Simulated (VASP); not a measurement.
Write the native input for VASP 6.6.1 that does the following.

```yaml
Task: relaxation of cell and atoms
Functional: PBE
Potentials_or_basis: VASP PAW PBE potentials, release 64 (Ti_sv, Te, Se)
Cutoff: 600 eV
k_mesh: 4 × 4 × 2
Occupations: gaussian, width 0.1 eV
Spin: collinear spin
Starting_moments: "[1.0, 0.0, 0.0, 0.0, 0.0] μB"
Dipole_correction: no
Further_INCAR_settings: ALGO = Normal; EDIFF = 1e-06; IBRION = 2; EDIFFG = -0.04; NSW = 90; ISIF = 3
```

The structure of TiTe3Se lies in POSCAR:

```
TiTe3Se
1.0
    4.8598990800      0.0000000000      0.0000000000
    0.0000000000      4.8598990800      0.0000000000
    0.0000000000      0.0000000000      7.5397414400
Ti Te Se
1 3 1
Direct
    0.5000000000      0.5000000000      0.6845283000
    0.5000000000      0.0000000000      0.3541195400
    0.0000000000      0.5000000000      0.3541195400
    0.5000000000      0.5000000000      0.9798753200
    0.5000000000      0.5000000000      0.2559860200
```

The cell was generated, and may not be a known phase.

One way to write it, as run:

INCAR

```
PREC = Accurate
ENCUT = 600
EDIFF = 1E-6
ISMEAR = 0
SIGMA = 0.1
LREAL = False
LASPH = True
NELM = 150
ALGO = Normal
ISIF = 3
LWAVE = False
LCHARG = False
ISPIN = 2
MAGMOM = 1 0 0 0 0
LORBIT = 11
LMAXMIX = 4
GGA = PE
IBRION = 2
NSW = 90
EDIFFG = -0.04
LUSENCCL = False
```

KPOINTS

```
Automatic mesh
0
Gamma
  4 4 2
```

Potentials or basis: VASP PAW PBE potentials, release 64 (Ti_sv, Te, Se).

The run is started by

```sh
$ cat potpaw_PBE.64/Ti_sv/POTCAR potpaw_PBE.64/Te/POTCAR potpaw_PBE.64/Se/POTCAR > POTCAR
$ mpirun -np 1 vasp_std > vasp.out
```

It gave:

```yaml
Relaxed_volume: 52.56 Å³/atom
Relaxed_cell: a = 5.347 Å, b = 5.347 Å, c = 9.193 Å, α = 90.00°, β = 90.00°, γ = 90.00°
Space_group_after_relaxing_to_0.1_Å: P4mm (No. 99)
Energy_gained_by_relaxing: 1448.7 meV/atom
Ionic_steps: 41
Pressure_after_relaxing: 0.0 GPa
Largest_force_after_relaxing: 0.035 eV/Å
Band_gap_on_the_k_mesh: zero (filled and empty bands overlap)
Net_moment: 0.00 μB per cell
Valence_electrons_inside_the_program's_atomic_spheres: Ti 10.14; Te 3.29, 3.40 (each value once); Se 3.77
```

Caveat: the k points lie up to 0.34 Å⁻¹ apart in the final cell; the volume moved by over 15 % at a fixed basis, so the end points are rough; spin-orbit coupling is left out, which moves the levels of the heavy elements; this functional lacks dispersion, which binds layers or chains, so the pressure and a relaxed spacing across them are unreliable.

Run time: 19 min on 1 × NVIDIA H100 80GB with 1 thread of AMD EPYC 7R13 Processor (Zen 3), on a shared host, peak memory 1.4 GiB.
